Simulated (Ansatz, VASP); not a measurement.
# One calculation of BaS, two programs

The input INCAR:

```
ALGO = Normal
EDIFF = 1E-6
ENCUT = 500
GGA = PE
GGA_COMPAT = F
ISIF = 2
ISMEAR = 0
LASPH = T
LCHARG = F
LREAL = F
LWAVE = F
NBANDS = 15
NELM = 120
PREC = Accurate
SIGMA = 0.05
```

The input KPOINTS:

```
k-points
0
Gamma
  4 4 4
```

The input POSCAR:

```
BaS
1.0
    0.0000000000      3.4499354802      3.4499354802
    3.4499354802      0.0000000000      3.4499354802
    3.4499354802      3.4499354802      0.0000000000
Ba S
1 1
Direct
    0.0000000000      0.0000000000      0.0000000000
    0.2500000000      0.2500000000      0.2500000000
```

Input for Ansatz:

```yaml
crystal:
  lattice:
    - [0.0, 3.4499354802, 3.4499354802]
    - [3.4499354802, 0.0, 3.4499354802]
    - [3.4499354802, 3.4499354802, 0.0]
  atoms:
    - { symbol: Ba, position: [0.0, 0.0, 0.0] }
    - { symbol: S, position: [0.25, 0.25, 0.25] }
basis:
  ecutwfc: 420
kpoints:
  mp_grid: { grid: [4, 4, 4] }
hamiltonian:
  xc: pbe
scf:
  occupations: { method: gaussian, width: 0.05 }
output:
  forces: true
  stress: true
  eigenvalues: true
```

Alike in both runs: task single point; functional PBE; k mesh 4 × 4 × 4; occupations gaussian, width 0.05 eV; no spin polarisation.

|  | VASP | Ansatz |
| --- | --- | --- |
| version | VASP 6.6.1 | Ansatz 0.2.0 |
| potentials or method | VASP PAW PBE potentials, release 64 (Ba_sv, S), cutoff 500 eV | scalar-relativistic, plane waves, PAW |
| valence electrons in the cell | 16 | 16 |

Ansatz gave:

| Property | Result |
| --- | --- |
| gap on the k mesh at the Fermi level (eV) | 2.83 |
| least direct gap on the mesh (eV) | 3.45 |
| pressure (GPa) | 1.8 |

Q: What did VASP give for the same quantities?

A: gap on the k mesh at the Fermi level (eV): 2.85; least direct gap on the mesh (eV): 3.41; pressure (GPa): 2.3.

Spin-orbit coupling is off throughout.
